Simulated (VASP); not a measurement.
Input of a VASP 6.6.1 run:

Contents of INCAR:

```
  PREC = Accurate
  ENCUT = 520
  EDIFF = 1E-6
  ISMEAR = 0
  SIGMA = 0.05
  LREAL = False
  LASPH = True
  NELM = 100
  ALGO = Normal
  ISIF = 2
  LWAVE = False
  LCHARG = False
  GGA = PE
  IVDW = 12
  NBANDS = 16
```

KPOINTS

```
regular mesh
0
Gamma
  12 12 4
```

The input POSCAR:

```
BN
1.0
    2.5061233057      0.0000000000      0.0000000000
   -1.2530616528      2.1703664477      0.0000000000
    0.0000000000      0.0000000000      6.5973571420
B N
2 2
Direct
   -0.0884643237     -0.1769286474      0.5000000000
    0.3333333333      0.6666666667      0.0000000000
    0.0000000000      0.0000000000      0.0000000000
    0.6666666667      0.3333333333      0.5000000000
```

Potentials or basis: VASP PAW PBE potentials, release 64 (B, N).

Run with:

```sh
$ cat potpaw_PBE.64/B/POTCAR potpaw_PBE.64/N/POTCAR > POTCAR
$ mpirun -np 1 vasp_std > vasp.out
```

(1) What does it give for the largest force?

(2) Estimate the dispersion energy per atom.

(3) Estimate the pressure.

(4) What does it give for the band gap on the k mesh?

## Answers

(1) 36.045 eV/Å.

(2) -0.142 eV.

(3) 44.5 GPa.

(4) 2.70 eV, indirect (least direct gap 3.81 eV).

Caveat: the cell differs from its parent crystal (atom 1 (B) moved by -0.384 Å along [1 2 0] and +0.000 Å along [0 0 1]); forces of over 1 eV/Å act on the atoms, so gaps and moduli don't describe the material at rest.
